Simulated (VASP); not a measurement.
# NaCl (Pm-3m) in VASP: further runs, part 2 of 2

VASP 6.6.1. The steps go on from the part before.

## (3) Single point, PBE (20.49 Å³/atom)

This run uses another cell than the first one, of 20.49 Å³/atom.

INCAR

```
PREC = Accurate
ENCUT = 500
EDIFF = 1E-6
ISMEAR = 0
SIGMA = 0.05
LREAL = F
LASPH = T
NELM = 120
ALGO = Normal
ISIF = 2
LWAVE = F
LCHARG = F
GGA = PE
NBANDS = 14
GGA_COMPAT = F
```

KPOINTS

```
regular mesh
0
Gamma
  8 8 8
```

POSCAR

```
NaCl
1.0
    3.4479163486      0.0000000000      0.0000000000
    0.0000000000      3.4479163486      0.0000000000
    0.0000000000      0.0000000000      3.4479163486
Na Cl
1 1
Direct
    0.0000000000      0.0000000000      0.0000000000
    0.5000000000      0.5000000000      0.5000000000
```

Potentials or basis: VASP PAW PBE potentials, release 64 (Na_pv, Cl).

The run is started by

```
cat potpaw_PBE.64/Na_pv/POTCAR potpaw_PBE.64/Cl/POTCAR > POTCAR
mpirun -np 1 vasp_std > vasp.out
```

OUTCAR:

```text
PREC = Accurate
   ENCUT = 500
   EDIFF = 1E-6
   ISMEAR = 0
   LREAL = F
   LASPH = T
   NELM = 120
   ISIF = 2
   GGA = PE

 ion  position               nearest neighbor table
   1  0.000  0.000  0.000-
   2  0.500  0.500  0.500-

  LATTYP: Found a simple cubic cell.
 ALAT       =     3.4479163486

  Lattice vectors:

 A1 = (   3.4479163486,   0.0000000000,   0.0000000000)
 A2 = (   0.0000000000,   3.4479163486,   0.0000000000)
[... 590 lines left out ...]
     14      17.5804      0.00000

 [... further k-points ...]

------------------------ aborting loop because EDIFF is reached ----------------------------------------

  FORCE on cell =-STRESS in cart. coord.  units (eV):
  Direction    XX          YY          ZZ          XY          YZ          ZX
  --------------------------------------------------------------------------------------
  -------------------------------------------------------------------------------------
  Total        0.3571786      0.3571786      0.3571786      0.0000000     -0.0000000     -0.0000000
  in kB       13.9612991     13.9612991     13.9612991      0.0000000     -0.0000000     -0.0000000
  external PRESSURE =      13.9612991 kB  Pullay stress =       0.0000000 kB

 VOLUME and BASIS-vectors are now :
 -----------------------------------------------------------------------------
  energy-cutoff  :      500.00
  volume of cell :       40.99
      direct lattice vectors                 reciprocal lattice vectors
     3.447916349  0.000000000  0.000000000     0.290030238  0.000000000  0.000000000
     0.000000000  3.447916349  0.000000000     0.000000000  0.290030238  0.000000000
     0.000000000  0.000000000  3.447916349     0.000000000  0.000000000  0.290030238

 POSITION                                       TOTAL-FORCE (eV/Angst)
 -----------------------------------------------------------------------------------
      0.00000      0.00000      0.00000         0.000000      0.000000      0.000000
      1.72396      1.72396      1.72396         0.000000      0.000000      0.000000
 -----------------------------------------------------------------------------------
    total drift:                               -0.000000      0.000000      0.000000

  FREE ENERGIE OF THE ION-ELECTRON SYSTEM (eV)
  ---------------------------------------------------
  free  energy   TOTEN  =        -6.4592520262 eV

  energy  without entropy=       -6.4592520262  energy(sigma->0) =       -6.45925203
```

OSZICAR:

```text
N       E                     dE             d eps       ncg     rms          rms(c)
DAV:   1     0.103742028036E+03    0.10374E+03   -0.69472E+03   980   0.101E+03
DAV:   2     0.160880447789E+01   -0.10213E+03   -0.92778E+02  1128   0.284E+02
DAV:   3    -0.657809767972E+01   -0.81869E+01   -0.81347E+01  1244   0.725E+01
DAV:   4    -0.670238007811E+01   -0.12428E+00   -0.12425E+00  1100   0.961E+00
DAV:   5    -0.670500889093E+01   -0.26288E-02   -0.26287E-02  1300   0.144E+00    0.236E+00
DAV:   6    -0.648824457902E+01    0.21676E+00   -0.28935E-01  1264   0.342E+00    0.168E+00
DAV:   7    -0.645931224676E+01    0.28932E-01   -0.90750E-02  1386   0.184E+00    0.116E+00
DAV:   8    -0.645943486753E+01   -0.12262E-03   -0.10555E-02  1040   0.936E-01    0.436E-01
DAV:   9    -0.645918930004E+01    0.24557E-03   -0.47292E-04  1268   0.163E-01    0.189E-01
DAV:  10    -0.645925477482E+01   -0.65475E-04   -0.20930E-04  1064   0.110E-01    0.302E-02
DAV:  11    -0.645925203186E+01    0.27430E-05   -0.93627E-06  1214   0.279E-02    0.105E-02
DAV:  12    -0.645925202625E+01    0.56157E-08   -0.18917E-06  1088   0.118E-02
   1 F= -.64592520E+01 E0= -.64592520E+01  d E =-.400822E-15
```

It took 14 s on 1 thread of Intel Xeon 8259CL, shared host; peak memory 0.16 GiB.

What came out:

- Free energy: -6.4593 eV
- Pressure: 1.4 GPa
- Band gap on the k mesh: 4.14 eV (least direct gap 4.67 eV)

A k mesh can miss the band edges.

## (4) Single point, PBE (21.58 Å³/atom)

This run uses another cell than the first one, of 21.58 Å³/atom.

INCAR

```
SYSTEM = NaCl
ALGO     = Normal         ! electronic algorithm
EDIFF    = 1E-6           ! SCF threshold, eV
ENCUT    = 500            ! plane-wave cutoff, eV
GGA      = PE             ! functional
GGA_COMPAT= .FALSE.      
ISIF     = 2              ! what is computed and relaxed
ISMEAR   = 0              ! smearing method
LASPH    = .TRUE.         ! aspherical terms in the spheres
LCHARG   = .FALSE.        ! write CHGCAR
LREAL    = .FALSE.        ! projectors in reciprocal space
LWAVE    = .FALSE.        ! write WAVECAR
NBANDS   = 14             ! bands
NELM     = 120            ! most SCF steps
PREC     = Accurate       ! precision mode
SIGMA    = 0.05           ! smearing width, eV
```

KPOINTS

```
k-points
0
G
  8 8 8
  0 0 0
```

POSCAR

```
NaCl
1.0
    3.5079306234      0.0000000000      0.0000000000
    0.0000000000      3.5079306234      0.0000000000
    0.0000000000      0.0000000000      3.5079306234
Na Cl
1 1
Direct
    0.0000000000      0.0000000000      0.0000000000
    0.5000000000      0.5000000000      0.5000000000
```

The run is started by

```
cat potpaw_PBE.64/Na_pv/POTCAR potpaw_PBE.64/Cl/POTCAR > POTCAR
mpirun -np 1 vasp_std > vasp.out
```

Run time: 11 s. Hardware: 1 thread of Intel Xeon 8259CL, shared host; peak memory 0.16 GiB.

The run converged. Its results:

- Free energy: -6.4686 eV
- Pressure: -0.1 GPa
- Band gap on the k mesh: 3.96 eV (least direct gap 4.45 eV)

Levels at points of the mesh, in eV from the valence-band top:
```csv
k point,band 4,band 5,band 6,band 7,band 8,band 9,band 10,band 11
"(0.00, 0.00, 0.00)",-13.36,-0.49,-0.49,-0.49,3.96,8.58,8.58,15.64
"(0.50, 0.00, 0.00)",-13.01,-2.92,-0.25,-0.25,6.91,8.53,10.51,11.83
"(0.50, 0.50, 0.00)",-12.74,-2.24,-2.24,0.00,5.54,9.87,10.99,10.99
"(0.50, 0.50, 0.50)",-12.48,-1.83,-1.83,-1.83,7.12,7.12,7.12,11.61
```

## (5) Single point, r2SCAN (20.72 Å³/atom)

This run uses another cell than the first one, of 20.72 Å³/atom.

POSCAR

```
NaCl
1.0
    3.4605607326      0.0000000000      0.0000000000
    0.0000000000      3.4605607326      0.0000000000
    0.0000000000      0.0000000000      3.4605607326
Na Cl
1 1
Direct
    0.0000000000      0.0000000000      0.0000000000
    0.5000000000      0.5000000000      0.5000000000
```

INCAR.step1

```
SYSTEM = NaCl
ALGO     = Normal         ! electronic algorithm
EDIFF    = 1E-5           ! SCF threshold, eV
ENCUT    = 550            ! plane-wave cutoff, eV
GGA      = PE             ! functional
GGA_COMPAT= .FALSE.      
ISMEAR   = 0              ! smearing method
LASPH    = .TRUE.         ! aspherical terms in the spheres
LCHARG   = .FALSE.        ! write CHGCAR
LREAL    = .FALSE.        ! projectors in reciprocal space
LWAVE    = .TRUE.         ! write WAVECAR
NBANDS   = 14             ! bands
NELM     = 120            ! most SCF steps
PREC     = Accurate       ! precision mode
SIGMA    = 0.05           ! smearing width, eV
```

INCAR.step2

```
SYSTEM = NaCl
ALGO     = Normal         ! electronic algorithm
EDIFF    = 1E-6           ! SCF threshold, eV
ENCUT    = 550            ! plane-wave cutoff, eV
GGA_COMPAT= .FALSE.      
ISIF     = 2              ! what is computed and relaxed
ISMEAR   = 0              ! smearing method
ISTART   = 1            
LASPH    = .TRUE.         ! aspherical terms in the spheres
LCHARG   = .FALSE.        ! write CHGCAR
LMIXTAU  = .TRUE.       
LREAL    = .FALSE.        ! projectors in reciprocal space
LWAVE    = .FALSE.        ! write WAVECAR
METAGGA  = R2SCAN         ! meta-GGA
NBANDS   = 14             ! bands
NELM     = 120            ! most SCF steps
PREC     = Accurate       ! precision mode
SIGMA    = 0.05           ! smearing width, eV
```

KPOINTS

```
k-points
0
G
  6 6 6
  0 0 0
```

The run is started by

```
cat potpaw_PBE.64/Na_pv/POTCAR potpaw_PBE.64/Cl/POTCAR > POTCAR
cp INCAR.step1 INCAR
mpirun -np 1 vasp_std > vasp.out
cp INCAR.step2 INCAR
mpirun -np 1 vasp_std > vasp.out
```

Wall time 36 s (1 thread of Intel Xeon 8259CL, shared host); peak memory 0.16 GiB.

The run converged. Its results:

```
Free energy            : -13.4664 eV
Pressure               : -0.3 GPa
Band gap on the k mesh : 4.95 eV (least direct gap 5.48 eV)
```

Levels at points of the mesh, in eV from the valence-band top:
| k point | band 3 | band 4 | band 5 | band 6 | band 7 | band 8 | band 9 | band 10 | band 11 | band 12 |
| --- | --- | --- | --- | --- | --- | --- | --- | --- | --- | --- |
| (0.00, 0.00, 0.00) | -22.80 | -14.09 | -0.54 | -0.54 | -0.54 | 4.95 | 9.14 | 9.14 | 16.80 | 16.80 |
| (0.50, 0.00, 0.00) | -22.79 | -13.69 | -3.12 | -0.29 | -0.29 | 7.82 | 9.78 | 11.25 | 12.72 | 12.72 |
| (0.50, 0.50, 0.00) | -22.79 | -13.39 | -2.44 | -2.44 | 0.00 | 6.24 | 10.73 | 12.19 | 12.19 | 13.31 |
| (0.50, 0.50, 0.50) | -22.83 | -13.08 | -2.01 | -2.01 | -2.01 | 7.75 | 7.75 | 7.75 | 13.28 | 17.34 |

Caveat: the PAW data sets were made with another functional, which shifts forces and pressure a little.

## (6) Summary

```tsv
level	cell	k mesh	cutoff (eV)	gap on the mesh (eV)	pressure (GPa)
PBE	a = 3.320 Å, 2 atoms	8 × 8 × 8	500	4.59	6.1
PBE	a = 3.448 Å, 2 atoms	8 × 8 × 8	500	4.14	1.4
PBE	a = 3.508 Å, 2 atoms	8 × 8 × 8	500	3.96	-0.1
r2SCAN	a = 3.461 Å, 2 atoms	6 × 6 × 6	550	4.95	-0.3
```

Alike in all rows: task single point; potentials or basis VASP PAW PBE potentials, release 64 (Na_pv, Cl); no spin polarisation; smearing gaussian 0.05 eV.

Caveats: the cell stands under pressure (at least some runs); the PAW data sets were made with another functional, which shifts forces and pressure a little (at least some runs).

Total energies depend on the potentials used, so only differences within one code and one set of settings carry meaning.
